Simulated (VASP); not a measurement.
# AlN (P6_3mc) in VASP: notebook, part 2 of 2

VASP 6.6.1. Earlier steps stand in the parts before.

## 4. Single point, LDA

This run uses another cell than the first one, of 8.81 Å³/atom, 1.042 times its volume.

File INCAR:

```
PREC     = Accurate       # precision mode
ENCUT    = 520            # plane-wave cutoff, eV
EDIFF    = 1E-6           # SCF threshold, eV
ISMEAR   = 0              # smearing method
SIGMA    = 0.05           # smearing width, eV
LREAL    = False          # projectors in reciprocal space
LASPH    = True           # aspherical terms in the spheres
NELM     = 80             # most SCF steps
ALGO     = Normal         # electronic algorithm
ISIF     = 2              # what is computed and relaxed
LWAVE    = False          # write WAVECAR
LCHARG   = False          # write CHGCAR
NBANDS   = 16             # bands
```

File KPOINTS:

```
regular mesh
0
Gamma
  9 9 6
```

File POSCAR:

```
AlN
1.0
    3.0577000000      0.0000000000      0.0000000000
   -1.5288500000      2.6480458772      0.0000000000
    0.0000000000      0.0000000000      4.3504000000
Al N
2 2
Direct
    0.3333333333      0.6666666667     -0.0191318878
    0.6666666667      0.3333333333      0.4808681122
    0.3333333333      0.6666666667      0.4041318878
    0.6666666667      0.3333333333      0.9041318878
```

Potentials or basis: VASP PAW LDA potentials, release 64 (Al, N).

Launch:

```sh
$ cat potpaw_LDA.64/Al/POTCAR potpaw_LDA.64/N/POTCAR > POTCAR
$ mpirun -np 1 vasp_std > vasp.out
```

OUTCAR:

```text
PREC = Accurate
   ENCUT = 520
   EDIFF = 1E-6
   ISMEAR = 0
   LREAL = False
   LASPH = True
   NELM = 80
   ISIF = 2

 ion  position               nearest neighbor table
   1  0.333  0.667  0.981-   4 1.80   4 1.80   4 1.80   3 1.84   3 2.51   2 2.80   2 2.80   2 2.80
                             2 2.80   2 2.80   2 2.80
   2  0.667  0.333  0.481-   3 1.80   3 1.80   3 1.80   4 1.84   4 2.51   1 2.80   1 2.80   1 2.80
                             1 2.80   1 2.80   1 2.80
   3  0.333  0.667  0.404-   2 1.80   2 1.80   2 1.80   1 1.84   1 2.51
   4  0.667  0.333  0.904-   1 1.80   1 1.80   1 1.80   2 1.84   2 2.51

  LATTYP: Found a hexagonal cell.
 ALAT       =     3.0577000000
 C/A-ratio  =     1.4227687478

  Lattice vectors:

 A1 = (   3.0577000000,   0.0000000000,   0.0000000000)
 A2 = (  -1.5288500000,   2.6480458772,   0.0000000000)
 A3 = (   0.0000000000,   0.0000000000,   4.3504000000)

Analysis of symmetry for initial positions (statically):
=====================================================================
 Subroutine PRICEL returns:
 Original cell was already a primitive cell.

 Routine SETGRP: Setting up the symmetry group for a
 hexagonal supercell.
[... 170 lines left out ...]
  free energy    TOTEN  =       -32.10755855 eV

  energy without entropy =      -32.10755855  energy(sigma->0) =      -32.10755855

 E-fermi :   8.9301     XC(G=0): -12.0188

 val. band max:        8.6973875904   @ k =   0.0000   0.0000   0.0000
 cond. band min:      13.3645041939   @ k =   0.3333   0.3333   0.0000
 fundamental gap:      4.6671166035
 Fermi energy:         8.9301319514

 k-point     1 :       0.0000    0.0000    0.0000
  band No.  band energies     occupation
      1      -8.4731      2.00000
      2      -4.9538      2.00000
      3       1.2144      2.00000
      4       6.0185      2.00000
      5       6.0185      2.00000
      6       7.1738      2.00000
[... 433 lines left out ...]
      3       1.9249      2.00000
      4       3.0763      2.00000
      5       3.0763      2.00000
      6       4.9688      2.00000
[... 8 lines left out ...]
     15      21.4909      0.00000
     16      23.9418      0.00000

 [... further k-points ...]
[... 5 lines left out ...]
  --------------------------------------------------------------------------------------
  -------------------------------------------------------------------------------------
  Total        7.6291297      7.6291297      8.2105787      0.0000000      0.0000000      0.0000000
  in kB      347.0052221    347.0052221    373.4519951      0.0000000      0.0000000      0.0000000
  external PRESSURE =     355.8208131 kB  Pullay stress =       0.0000000 kB

 VOLUME and BASIS-vectors are now :
 -----------------------------------------------------------------------------
  energy-cutoff  :      520.00
  volume of cell :       35.22
      direct lattice vectors                 reciprocal lattice vectors
     3.057700000  0.000000000  0.000000000     0.327043202  0.188818481  0.000000000
    -1.528850000  2.648045877  0.000000000     0.000000000  0.377636962  0.000000000
     0.000000000  0.000000000  4.350400000     0.000000000  0.000000000  0.229863921

 POSITION                                       TOTAL-FORCE (eV/Angst)
 -----------------------------------------------------------------------------------
     -0.00000      1.76536      4.26717        -0.000000      0.000000     -0.008114
      1.52885      0.88268      2.09197         0.000000     -0.000000     -0.008114
     -0.00000      1.76536      1.75814         0.000000     -0.000000      0.008114
      1.52885      0.88268      3.93334        -0.000000      0.000000      0.008114
 -----------------------------------------------------------------------------------
    total drift:                               -0.000000      0.000000     -0.000280

  FREE ENERGIE OF THE ION-ELECTRON SYSTEM (eV)
  ---------------------------------------------------
  free  energy   TOTEN  =       -32.1075585516 eV

  energy  without entropy=      -32.1075585516  energy(sigma->0) =      -32.10755855
```

stdout:

```text
POSCAR found type information on POSCAR AlN
 POSCAR found :  2 types and       4 ions
 scaLAPACK will be used
 LDA part: xc-table for (Slater(with rela. corr.)+CA(PZ))
 , standard interpolation
 POSCAR, INCAR and KPOINTS ok, starting setup
 FFT: planning ... GRIDC
 FFT: planning ... GRID_SOFT
 FFT: planning ... GRID
 WAVECAR not read
 entering main loop
```

Wall time 8.6 s (1 thread of AMD EPYC 9R45 (Zen 5), shared host); peak memory 0.11 GiB.

What came out:

- Free energy: -32.1076 eV
- Pressure: 35.6 GPa
- Largest force: 0.008 eV/Å
- Band gap on the k mesh: 4.67 eV, indirect (least direct gap 4.75 eV)

Forces in eV/Å, atoms in the order of the input:
```
Al   0.000  0.000 -0.008
Al   0.000  0.000 -0.008
N    0.000  0.000  0.008
N    0.000  0.000  0.008
```

Stress tensor (GPa, compression positive):
```
34.70  0.00  0.00
 0.00 34.70  0.00
 0.00  0.00 37.35
```

A k mesh can miss the band edges.

## 5. Single point, LDA

This run uses another cell than the first one, of 8.84 Å³/atom, 1.045 times its volume.

File INCAR:

```
  ALGO = Normal
  EDIFF = 1E-6
  ENCUT = 520
  ISIF = 2
  ISMEAR = 0
  LASPH = True
  LCHARG = False
  LREAL = False
  LWAVE = False
  NBANDS = 16
  NELM = 80
  PREC = Accurate
  SIGMA = 0.05
```

File KPOINTS:

```
k-points
0
Gamma
  9 9 6
```

File POSCAR:

```
AlN
1.0
    2.9960000000      0.0000000000      0.0000000000
   -1.4980000000      2.5946121098      0.0000000000
    0.0000000000      0.0000000000      4.5481000000
Al N
2 2
Direct
    0.3333333333      0.6666666667     -0.0064239649
    0.6666666667      0.3333333333      0.4935760351
    0.3333333333      0.6666666667      0.3914239649
    0.6666666667      0.3333333333      0.8914239649
```

Potentials or basis: VASP PAW LDA potentials, release 64 (Al, N).

Launch:

```sh
$ cat potpaw_LDA.64/Al/POTCAR potpaw_LDA.64/N/POTCAR > POTCAR
$ mpirun -np 1 vasp_std > vasp.out
```

OUTCAR:

```text
EDIFF = 1E-6
   ENCUT = 520
   ISIF = 2
   ISMEAR = 0
   LASPH = True
   LREAL = False
   NELM = 80
   PREC = Accurate

 ion  position               nearest neighbor table
   1  0.333  0.667  0.994-   4 1.79   4 1.79   4 1.79   3 1.81   2 2.86   2 2.86   2 2.86   2 2.86
                             2 2.86   2 2.86
   2  0.667  0.333  0.494-   3 1.79   3 1.79   3 1.79   4 1.81   1 2.86   1 2.86   1 2.86   1 2.86
                             1 2.86   1 2.86
   3  0.333  0.667  0.391-   2 1.79   2 1.79   2 1.79   1 1.81
   4  0.667  0.333  0.891-   1 1.79   1 1.79   1 1.79   2 1.81

  LATTYP: Found a hexagonal cell.
 ALAT       =     2.9960000000
 C/A-ratio  =     1.5180574099

  Lattice vectors:

 A1 = (   2.9960000000,   0.0000000000,   0.0000000000)
 A2 = (  -1.4980000000,   2.5946121098,   0.0000000000)
 A3 = (   0.0000000000,   0.0000000000,   4.5481000000)

Analysis of symmetry for initial positions (statically):
=====================================================================
 Subroutine PRICEL returns:
[... 174 lines left out ...]
  free energy    TOTEN  =       -32.18531044 eV

  energy without entropy =      -32.18531044  energy(sigma->0) =      -32.18531044

 E-fermi :   8.3479     XC(G=0): -11.9924

 val. band max:        8.0922987462   @ k =   0.0000   0.0000   0.0000
 cond. band min:      12.9099840076   @ k =   0.3333   0.3333   0.0000
 fundamental gap:      4.8176852615
 Fermi energy:         8.3478555086

 k-point     1 :       0.0000    0.0000    0.0000
  band No.  band energies     occupation
      1      -8.4925      2.00000
      2      -5.4057      2.00000
      3       0.9786      2.00000
      4       6.3373      2.00000
      5       6.3373      2.00000
      6       7.2112      2.00000
[... 433 lines left out ...]
      3       1.9949      2.00000
      4       3.0334      2.00000
      5       3.0334      2.00000
      6       4.6246      2.00000
[... 8 lines left out ...]
     15      21.4092      0.00000
     16      24.4484      0.00000

 [... further k-points ...]
[... 5 lines left out ...]
  --------------------------------------------------------------------------------------
  -------------------------------------------------------------------------------------
  Total        8.3549315      8.3549315      9.4351213      0.0000000      0.0000000      0.0000000
  in kB      378.6249419    378.6249420    427.5764877      0.0000000      0.0000000      0.0000000
  external PRESSURE =     394.9421239 kB  Pullay stress =       0.0000000 kB

 VOLUME and BASIS-vectors are now :
 -----------------------------------------------------------------------------
  energy-cutoff  :      520.00
  volume of cell :       35.35
      direct lattice vectors                 reciprocal lattice vectors
     2.996000000  0.000000000  0.000000000     0.333778371  0.192707032  0.000000000
    -1.498000000  2.594612110  0.000000000     0.000000000  0.385414065  0.000000000
     0.000000000  0.000000000  4.548100000     0.000000000  0.000000000  0.219872034

 POSITION                                       TOTAL-FORCE (eV/Angst)
 -----------------------------------------------------------------------------------
     -0.00000      1.72974      4.51888         0.000000     -0.000000     -0.007839
      1.49800      0.86487      2.24483         0.000000     -0.000000     -0.007839
     -0.00000      1.72974      1.78024         0.000000      0.000000      0.007839
      1.49800      0.86487      4.05429        -0.000000     -0.000000      0.007839
 -----------------------------------------------------------------------------------
    total drift:                               -0.000000      0.000000     -0.000049

  FREE ENERGIE OF THE ION-ELECTRON SYSTEM (eV)
  ---------------------------------------------------
  free  energy   TOTEN  =       -32.1853104424 eV

  energy  without entropy=      -32.1853104424  energy(sigma->0) =      -32.18531044
```

stdout:

```text
POSCAR found type information on POSCAR AlN
 POSCAR found :  2 types and       4 ions
 scaLAPACK will be used
 LDA part: xc-table for (Slater(with rela. corr.)+CA(PZ))
 , standard interpolation
 POSCAR, INCAR and KPOINTS ok, starting setup
 FFT: planning ... GRIDC
 FFT: planning ... GRID_SOFT
 FFT: planning ... GRID
 WAVECAR not read
 entering main loop
```

Run time: 10 s. Hardware: 1 thread of AMD EPYC 9R45 (Zen 5), shared host; peak memory 0.12 GiB.

Results:

* Free energy: -32.1853 eV
* Pressure: 39.5 GPa
* Largest force: 0.008 eV/Å
* Band gap on the k mesh: 4.82 eV, indirect (least direct gap 5.32 eV)

Forces in eV/Å, atoms in the order of the input:
```
Al   0.000  0.000 -0.008
Al   0.000  0.000 -0.008
N    0.000  0.000  0.008
N    0.000  0.000  0.008
```

A k mesh can miss the band edges.

## 6. Single point, LDA

This run uses another cell than the first one, of 8.99 Å³/atom, 1.063 times its volume.

File INCAR:

```
SYSTEM = AlN
PREC = Accurate ; ENCUT = 520
EDIFF = 1E-6 ; ISMEAR = 0
SIGMA = 0.05 ; LREAL = .False.
LASPH = .True. ; NELM = 80
ALGO = Normal ; ISIF = 2
LWAVE = .False. ; LCHARG = .False.
GGA = CA ; NBANDS = 16
```

File KPOINTS:

```
Automatic mesh
0
Gamma
  9 9 6
  0 0 0
```

File POSCAR:

```
AlN
1.0
    3.0886152983      0.0000000000      0.0000000000
   -1.5443076491      2.6748193108      0.0000000000
    0.0000000000      0.0000000000      4.3504000000
Al N
2 2
Direct
    0.3333333333      0.6666666667     -0.0208301389
    0.6666666667      0.3333333333      0.4791698611
    0.3333333333      0.6666666667      0.4058301389
    0.6666666667      0.3333333333      0.9058301389
```

Potentials or basis: VASP PAW LDA potentials, release 64 (Al, N).

Launch:

```sh
$ cat potpaw_LDA.64/Al/POTCAR potpaw_LDA.64/N/POTCAR > POTCAR
$ mpirun -np 1 vasp_std > vasp.out
```

Run time: 8.6 s. Hardware: 1 thread of AMD EPYC 9R45 (Zen 5), shared host; peak memory 0.11 GiB.

It converged, with:

- Free energy: -32.2450 eV
- Pressure: 28.0 GPa
- Largest force: 0.011 eV/Å
- Band gap on the k mesh: 4.51 eV, direct

Forces in eV/Å, atoms in the order of the input:
```
Al   0.000  0.000 -0.011
Al   0.000  0.000 -0.011
N    0.000  0.000  0.011
N    0.000  0.000  0.011
```

Stress tensor (GPa, compression positive):
```
26.56  0.00  0.00
 0.00 26.56  0.00
 0.00  0.00 30.86
```

Levels at points of the mesh, in eV from the valence-band top:
| k point | band 5 | band 6 | band 7 | band 8 | band 9 | band 10 | band 11 | band 12 |
| --- | --- | --- | --- | --- | --- | --- | --- | --- |
| (0.00, 0.00, 0.00) | -2.74 | -1.55 | -1.55 | 0.00 | 4.51 | 5.91 | 9.74 | 9.74 |
| (0.00, 0.00, 0.50) | -2.17 | -2.17 | -2.17 | -2.17 | 6.51 | 6.51 | 10.03 | 10.03 |

A k mesh can miss the band edges. As with any semilocal functional, this LDA gap is likely too small.

## 7. Summary

```tsv
cell	gap on the mesh (eV)	pressure (GPa)	largest force (eV/Å)
a = 2.996, b = 2.996, c = 4.350 Å, angles 90.0, 90.0, 120.0°, 4 atoms	4.65	52.7	0.01
a = 3.027, b = 3.027, c = 4.350 Å, angles 90.0, 90.0, 120.0°, 4 atoms	4.65	43.8	0.01
a = 3.058, b = 3.058, c = 4.350 Å, angles 90.0, 90.0, 120.0°, 4 atoms	4.67	35.6	0.01
a = 2.996, b = 2.996, c = 4.548 Å, angles 90.0, 90.0, 120.0°, 4 atoms	4.82	39.5	0.01
a = 3.089, b = 3.089, c = 4.350 Å, angles 90.0, 90.0, 120.0°, 4 atoms	4.51	28.0	0.01
```

Alike in all rows: task single point; level LDA; potentials or basis VASP PAW LDA potentials, release 64 (Al, N); no spin polarisation; k mesh 9 × 9 × 6; cutoff (eV) 520; smearing gaussian 0.05 eV.

Absolute energies hang on the potentials; compare differences alone.
